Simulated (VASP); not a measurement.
# Lu (Im-3m) in VASP: a series of runs

Runs on Lu. Level: PBE. Tasks: single point.

Everything below comes from runs of VASP 6.6.1. Logs are shortened: lines on timing, memory, paths and dates and some standing lists are left out, and cuts for length are marked.

### Step 1. The cell of the first run

Symmetry: Im-3m, No. 229, cubic system. The conventional cell has a = 3.817 Å, b = 3.817 Å, c = 3.817 Å, α = 90.00°, β = 90.00°, γ = 90.00°. Within 4.3 Å of Lu (site symmetry m-3m) lie 14 Lu at 3.31 to 3.82 Å.

This isn't the form of Lu at room conditions, which is hcp.

### Step 2. Single point, PBE

Input file INCAR:

```
SYSTEM = Lu
  PREC = Accurate
  ENCUT = 520
  EDIFF = 1E-7
  ISMEAR = -1
  SIGMA = 0.06122561905347299
  LREAL = .FALSE.
  LASPH = .TRUE.
  NELM = 80
  ALGO = Normal
  ISIF = 2
  LWAVE = .FALSE.
  LCHARG = .TRUE.
  GGA = PE
  LELF = .TRUE.
  LVHAR = .TRUE.
  NBANDS = 18
```

Input file KPOINTS:

```
Automatic mesh
0
G
  20 20 20
  0 0 0
```

Input file POSCAR:

```
Lu
1.0
   -1.9084775794      1.9084775794      1.9084775794
    1.9084775794     -1.9084775794      1.9084775794
    1.9084775794      1.9084775794     -1.9084775794
Lu
1
Direct
    0.0000000000      0.0000000000      0.0000000000
```

Potentials or basis: VASP PAW PBE potentials, release 64 (Lu).

Run with:

```sh
$ cat potpaw_PBE.64/Lu/POTCAR > POTCAR
$ mpirun -np 1 vasp_std > vasp.out
```

OUTCAR:

```text
SYSTEM = Lu
   PREC = Accurate
   ENCUT = 520
   EDIFF = 1E-7
   ISMEAR = -1
   LREAL = .FALSE.
   LASPH = .TRUE.
   NELM = 80
   ISIF = 2
   GGA = PE

 ion  position               nearest neighbor table
   1  0.000  0.000  0.000-

  LATTYP: Found a body centered cubic cell.
 ALAT       =     3.8169551588

  Lattice vectors:

 A1 = (  -1.9084775794,   1.9084775794,   1.9084775794)
 A2 = (   1.9084775794,  -1.9084775794,   1.9084775794)
 A3 = (   1.9084775794,   1.9084775794,  -1.9084775794)

Analysis of symmetry for initial positions (statically):
=====================================================================
 Subroutine PRICEL returns:
 Original cell was already a primitive cell.

 Routine SETGRP: Setting up the symmetry group for a
 body centered cubic supercell.

 Subroutine GETGRP returns: Found 48 space group operations
 (whereof 48 operations were pure point group operations)
 out of a pool of 48 trial point group operations.

The static configuration has the point symmetry O_h .

Analysis of symmetry for dynamics (positions and initial velocities):
=====================================================================
 Subroutine PRICEL returns:
 Original cell was already a primitive cell.

 Routine SETGRP: Setting up the symmetry group for a
 body centered cubic supercell.

 Subroutine GETGRP returns: Found 48 space group operations
 (whereof 48 operations were pure point group operations)
 out of a pool of 48 trial point group operations.

The dynamic configuration has the point symmetry O_h .

 Subroutine INISYM returns: Found 48 space group operations
 (whereof 48 operations are pure point group operations),
 and found     1 'primitive' translations

----------------------------------------------------------------------------------------

                                     Primitive cell

  volume of cell :      27.8049

  direct lattice vectors                    reciprocal lattice vectors
    -1.908477579  1.908477579  1.908477579     0.000000000  0.261988931  0.261988931
     1.908477579 -1.908477579  1.908477579     0.261988931  0.000000000  0.261988931
     1.908477579  1.908477579 -1.908477579     0.261988931  0.261988931  0.000000000

  length of vectors
     3.305580133  3.305580133  3.305580133     0.370508299  0.370508299  0.370508299

  position of ions in fractional coordinates (direct lattice)
     0.000000000  0.000000000  0.000000000

  ion indices of the primitive-cell ions
   primitive index   ion index
                 1           1

----------------------------------------------------------------------------------------

 KPOINTS: Automatic mesh

Automatic generation of k-mesh.
 Grid dimensions read from file:
 generate k-points for:   20   20   20

 Generating k-lattice:

  Cartesian coordinates                     Fractional coordinates (reciprocal lattice)
     0.000000000  0.013099447  0.013099447     0.050000000  0.000000000  0.000000000
     0.013099447  0.000000000  0.013099447     0.000000000  0.050000000  0.000000000
     0.013099447  0.013099447  0.000000000     0.000000000  0.000000000  0.050000000

  Length of vectors
     0.018525415  0.018525415  0.018525415

  Shift w.r.t. Gamma in fractional coordinates (k-lattice)
     0.000000000  0.000000000  0.000000000

 Subroutine IBZKPT returns following result:
 ===========================================

 Found    256 irreducible k-points:

 Following reciprocal coordinates:
            Coordinates               Weight
  0.000000  0.000000  0.000000      1.000000
  0.050000  0.000000  0.000000     12.000000
  0.100000  0.000000  0.000000     12.000000
  0.150000  0.000000  0.000000     12.000000
  0.200000  0.000000  0.000000     12.000000
  0.250000  0.000000  0.000000     12.000000
[... 16 lines left out ...]
  0.200000  0.100000 -0.000000     48.000000
  0.250000  0.100000  0.000000     48.000000
 [... further k-points ...]
   k-points           NKPTS =    256   k-points in BZ     NKDIM =    256   number of bands    NBANDS=     18
   number of dos      NEDOS =    301   number of ions     NIONS =      1
   total plane-waves  NPLWV =  21952
   dimension x,y,z NGX =    28 NGY =   28 NGZ =   28
   dimension x,y,z NGXF=    56 NGYF=   56 NGZF=   56
   ions per type =               1
   NGX,Y,Z   is equivalent  to a cutoff of  14.08, 14.08, 14.08 a.u.
   NGXF,Y,Z  is equivalent  to a cutoff of  28.16, 28.16, 28.16 a.u.
 SYSTEM =  Lu
   PREC   = accura    normal or accurate (medium, high low for compatibility)
   ISTART =      0    job   : 0-new  1-cont  2-samecut
   ICHARG =      2    charge: 1-file 2-atom 10-const
   ISPIN  =      1    spin polarized calculation?
   LNONCOLLINEAR =      F non collinear calculations
   LSORBIT =      F    spin-orbit coupling
   LASPH  =      T    aspherical Exc in radial PAW
   ENCUT  =  520.0 eV  38.22 Ry    6.18 a.u.   6.15  6.15  6.15*2*pi/ulx,y,z
   NELM   =     80;   NELMIN=  2; NELMDL= -5     # of ELM steps
   EDIFF  = 0.1E-06   stopping-criterion for ELM
   LREAL  =      F    real-space projection
   EDIFFG = 0.1E-05   stopping-criterion for IOM
   NSW    =      0    number of steps for IOM
   IBRION =     -1    ionic relax: 0-MD 1-quasi-New 2-CG
   NFREE  =      0    steps in history (QN), initial steepest desc. (CG)
   ISIF   =      2    stress and relaxation
   ISYM   =      2    0-nonsym 1-usesym 2-fastsym
   POTIM  = 0.5000    time-step for ionic-motion
   TEBEG  =    0.0;   TEEND  =   0.0 temperature during run
   PSTRESS=    0.0 pullay stress
   NELECT =      25.0000    total number of electrons
   NUPDOWN=      -1.0000    fix difference up-down
   EMIN   =  10.00;   EMAX   =-10.00  energy-range for DOS
   EFERMI =   0.00;   METHOD = LEGACY
   ISMEAR =    -1;   SIGMA  =   0.06  broadening in eV -4-tet -1-fermi 0-gaus
   EFERMI_NEDOS =   21; number of points for ismear=-14 and -15
   IALGO  =     38    algorithm
   IMIX   =      4    mixing-type and parameters
     AMIX     =   0.40;   BMIX     =  1.00
     AMIX_MAG =   1.60;   BMIX_MAG =  1.00
  volume/ion in A,a.u.               =      27.80       187.64
  Fermi-wavevector in a.u.,A,eV,Ry     =   1.580087  2.985932 33.969342  2.496676
  Thomas-Fermi vector in A             =   2.680368
   LORBIT       =      0    0 simple, 1 ext, 2 COOP (PROOUT), +10 PAW based schemes
   GGA     = PE    functional components
   LHFCALC =     F    Hartree Fock is set to
   AEXX    =    0.0000 exact exchange contribution
   IVDW    =     0    specifies the selected vdW correction
   LEPSILON=     F    determine dielectric tensor
   LRPA    =     F    only Hartree local field effects (RPA)
 non-spin polarized calculation
  energy-cutoff  :      520.00
  volume of cell :       27.80
 maximum number of plane-waves:       767
 NGX is ok and might be reduce to    28
   NGX = 13   NGY = 13   NGZ = 13

 number of electron      25.0000007 magnetization

 Free energy of the ion-electron system (eV)
  ---------------------------------------------------
  ext. energy  EPLUGINS =         0.00000000
  ---------------------------------------------------
  free energy    TOTEN  =        -4.37561906 eV

  energy without entropy =       -4.34873045  energy(sigma->0) =       -4.36217475

 E-fermi :   2.5728     XC(G=0): -10.8942

 val. band max:        2.5712261687   @ k =   0.3000   0.1500   0.1000
 cond. band min:       2.5760609441   @ k =   0.3000   0.1500   0.1500
 fundamental gap:      0.0048347754
 Fermi energy:         2.5727731535

 k-point     1 :       0.0000    0.0000    0.0000
  band No.  band energies     occupation
      1     -53.7303      2.00000
      2     -24.1185      2.00000
      3     -24.1185      2.00000
      4     -24.1185      2.00000
      5      -3.7196      2.00000
      6      -2.5207      2.00000
[... 10 lines left out ...]
     17       7.0861      0.00000
     18      14.4798      0.00000

 k-point     2 :       0.0500    0.0000    0.0000
  band No.  band energies     occupation
      1     -53.7293      2.00000
      2     -24.1335      2.00000
      3     -24.1232      2.00000
      4     -24.1185      2.00000
      5      -3.6420      2.00000
      6      -2.5199      2.00000
[... 10 lines left out ...]
     17       7.0848      0.00000
     18      14.5604      0.00000

 k-point     3 :       0.1000    0.0000    0.0000
  band No.  band energies     occupation
      1     -53.7265      2.00000
      2     -24.1770      2.00000
      3     -24.1369      2.00000
      4     -24.1186      2.00000
      5      -3.4134      2.00000
      6      -2.5178      2.00000
[... 10 lines left out ...]
     17       7.0855      0.00000
     18      14.7708      0.00000

 k-point     4 :       0.1500    0.0000    0.0000
  band No.  band energies     occupation
      1     -53.7221      2.00000
      2     -24.2438      2.00000
      3     -24.1581      2.00000
      4     -24.1189      2.00000
      5      -3.0466      2.00000
      6      -2.5149      2.00000
[... 10 lines left out ...]
     17       7.1004      0.00000
     18      14.9900      0.00000

 k-point     5 :       0.2000    0.0000    0.0000
  band No.  band energies     occupation
      1     -53.7166      2.00000
      2     -24.3268      2.00000
      3     -24.1848      2.00000
      4     -24.1192      2.00000
      5      -2.5642      2.00000
      6      -2.5118      2.00000
[... 10 lines left out ...]
     17       7.1437      0.00000
     18      14.9552      0.00000

 k-point     6 :       0.2500    0.0000    0.0000
  band No.  band energies     occupation
      1     -53.7104      2.00000
      2     -24.4171      2.00000
      3     -24.2142      2.00000
      4     -24.1195      2.00000
      5      -2.5095      2.00000
      6      -2.4898      2.00000
[... 307 lines left out ...]
 k-point    21 :       0.1000    0.1000    0.0000
  band No.  band energies     occupation
      1     -53.7197      2.00000
      2     -24.2801      2.00000
      3     -24.1574      2.00000
      4     -24.1326      2.00000
      5      -2.8335      2.00000
      6      -2.5127      2.00000
[... 10 lines left out ...]
     17       7.2476      0.00000
     18      15.2331      0.00000

 k-point    22 :       0.1500    0.1000    0.0000
  band No.  band energies     occupation
      1     -53.7144      2.00000
      2     -24.3545      2.00000
      3     -24.1829      2.00000
      4     -24.1368      2.00000
      5      -2.5089      2.00000
      6      -2.4963      2.00000
[... 10 lines left out ...]
     17       7.3750      0.00000
     18      15.1972      0.00000

 k-point    23 :       0.2000    0.1000   -0.0000
  band No.  band energies     occupation
      1     -53.7085      2.00000
      2     -24.4342      2.00000
      3     -24.2152      2.00000
      4     -24.1388      2.00000
      5      -2.5058      2.00000
      6      -2.4876      2.00000
[... 10 lines left out ...]
     17       7.4999      0.00000
     18      14.3450      0.00000

 k-point    24 :       0.2500    0.1000    0.0000
  band No.  band energies     occupation
      1     -53.7026      2.00000
      2     -24.5118      2.00000
      3     -24.2487      2.00000
      4     -24.1400      2.00000
      5      -2.5041      2.00000
      6      -2.4803      2.00000
[... 10 lines left out ...]
     17       7.6209      0.00000
     18      13.4152      0.00000

 [... further k-points ...]

------------------------ aborting loop because EDIFF is reached ----------------------------------------

  FORCE on cell =-STRESS in cart. coord.  units (eV):
  Direction    XX          YY          ZZ          XY          YZ          ZX
  --------------------------------------------------------------------------------------
  -------------------------------------------------------------------------------------
  Total        0.5528228      0.5528228      0.5528228     -0.0000000     -0.0000000      0.0000000
  in kB       31.8548329     31.8548329     31.8548329     -0.0000000     -0.0000000      0.0000000
  external PRESSURE =      31.8548329 kB  Pullay stress =       0.0000000 kB

 VOLUME and BASIS-vectors are now :
 -----------------------------------------------------------------------------
  energy-cutoff  :      520.00
  volume of cell :       27.80
      direct lattice vectors                 reciprocal lattice vectors
    -1.908477579  1.908477579  1.908477579     0.000000000  0.261988931  0.261988931
     1.908477579 -1.908477579  1.908477579     0.261988931  0.000000000  0.261988931
     1.908477579  1.908477579 -1.908477579     0.261988931  0.261988931  0.000000000

 POSITION                                       TOTAL-FORCE (eV/Angst)
 -----------------------------------------------------------------------------------
      0.00000      0.00000      0.00000        -0.000000      0.000000     -0.000000
 -----------------------------------------------------------------------------------
    total drift:                                0.000000      0.000000      0.000000

  FREE ENERGIE OF THE ION-ELECTRON SYSTEM (eV)
  ---------------------------------------------------
  free  energy   TOTEN  =        -4.3756190590 eV

  energy  without entropy=       -4.3487304454  energy(sigma->0) =       -4.36217475
```

Run time: 92 s. Hardware: 1 thread of AMD EPYC 9R45 (Zen 5), shared host; peak memory 0.24 GiB.

Results:

```yaml
Free_energy: -4.3756 eV
Pressure: 3.2 GPa
Band_gap_on_the_k_mesh: zero (an odd number of electrons rules out a gap without spin polarisation)
```

Levels at points of the mesh, in eV from the Fermi level:
```csv
k point,band 8,band 9,band 10,band 11,band 12,band 13,band 14,band 15,band 16,band 17
"(0.00, 0.00, 0.00)",-5.09,-4.99,-4.99,-4.99,-4.97,2.17,2.17,2.17,4.51,4.51
"(0.50, 0.00, 0.00)",-5.01,-5.00,-4.99,-4.98,-2.65,0.32,0.61,4.31,5.32,7.51
"(0.50, 0.50, 0.50)",-5.05,-4.98,-4.98,-4.98,-1.68,-1.68,6.04,6.04,6.04,6.78
```

Caveat: the cell stands under pressure; spin-orbit coupling is left out, which moves the levels of the heavy elements.

### Step 3. Single point, PBE

Input file INCAR:

```
PREC = Accurate
ENCUT = 520
EDIFF = 1E-7
ISMEAR = -1
SIGMA = 0.06122561905347299
LREAL = F
LASPH = T
NELM = 80
ALGO = Normal
ISIF = 2
LWAVE = F
LCHARG = F
GGA = PE
NBANDS = 18
```

Input file KPOINTS:

```
regular mesh
0
Gamma
  20 20 20
```

POSCAR is that of step 2.

Potentials or basis: VASP PAW PBE potentials, release 64 (Lu).

Run with:

```sh
$ cat potpaw_PBE.64/Lu/POTCAR > POTCAR
$ mpirun -np 1 vasp_std > vasp.out
```

It took 82 s on 1 thread of AMD EPYC 9R45 (Zen 5), shared host; peak memory 0.24 GiB.

The run converged. Its results:

| Item | Value |
| --- | --- |
| Free energy | -4.3756 eV |
| Pressure | 3.2 GPa |
| Band gap on the k mesh | zero (an odd number of electrons rules out a gap without spin polarisation) |

Levels at points of the mesh, in eV from the Fermi level:
| k point | band 9 | band 10 | band 11 | band 12 | band 13 | band 14 | band 15 | band 16 |
| --- | --- | --- | --- | --- | --- | --- | --- | --- |
| (0.00, 0.00, 0.00) | -4.99 | -4.99 | -4.99 | -4.97 | 2.17 | 2.17 | 2.17 | 4.51 |
| (0.50, 0.00, 0.00) | -5.00 | -4.99 | -4.98 | -2.65 | 0.32 | 0.61 | 4.31 | 5.32 |
| (0.50, 0.50, 0.50) | -4.98 | -4.98 | -4.98 | -1.68 | -1.68 | 6.04 | 6.04 | 6.04 |

Caveat: the cell stands under pressure; spin-orbit coupling is left out, which moves the levels of the heavy elements.

### Step 4. Single point, PBE

This run uses another cell than the first one, of 28.40 Å³/atom.

Input file INCAR:

```
SYSTEM = Lu
PREC = Accurate
ENCUT = 520
EDIFF = 1E-7
ISMEAR = -1
SIGMA = 0.06122561905347299
LREAL = .FALSE.
LASPH = .TRUE.
NELM = 60
ALGO = Normal
ISIF = 2
LWAVE = .FALSE.
LCHARG = .TRUE.
GGA = PE
LELF = .TRUE.
LVHAR = .TRUE.
NBANDS = 18
```

Input file KPOINTS:

```
Automatic mesh
0
G
  20 20 20
  0 0 0
```

Input file POSCAR:

```
Lu
1.0
   -1.9219180052      1.9219180052      1.9219180052
    1.9219180052     -1.9219180052      1.9219180052
    1.9219180052      1.9219180052     -1.9219180052
Lu
1
Direct
    0.0000000000      0.0000000000      0.0000000000
```

Run with:

```sh
$ cat potpaw_PBE.64/Lu/POTCAR > POTCAR
$ mpirun -np 1 vasp_std > vasp.out
```

Run time: 77 s. Hardware: 1 thread of AMD EPYC 9R45 (Zen 5), shared host; peak memory 0.25 GiB.

It converged, with:

```yaml
Free_energy: -4.3856 eV
Pressure: 2.1 GPa
Band_gap_on_the_k_mesh: zero (an odd number of electrons rules out a gap without spin polarisation)
```

Levels at points of the mesh, in eV from the Fermi level:
| k point | band 9 | band 10 | band 11 | band 12 | band 13 | band 14 | band 15 | band 16 |
| --- | --- | --- | --- | --- | --- | --- | --- | --- |
| (0.00, 0.00, 0.00) | -5.02 | -5.02 | -5.02 | -5.00 | 2.15 | 2.15 | 2.15 | 4.44 |
| (0.50, 0.00, 0.00) | -5.04 | -5.03 | -5.02 | -2.60 | 0.34 | 0.55 | 4.23 | 5.23 |
| (0.50, 0.50, 0.50) | -5.02 | -5.02 | -5.02 | -1.61 | -1.61 | 5.90 | 5.90 | 5.90 |

Caveat: spin-orbit coupling is left out, which moves the levels of the heavy elements.

[end of part 1 of 2]
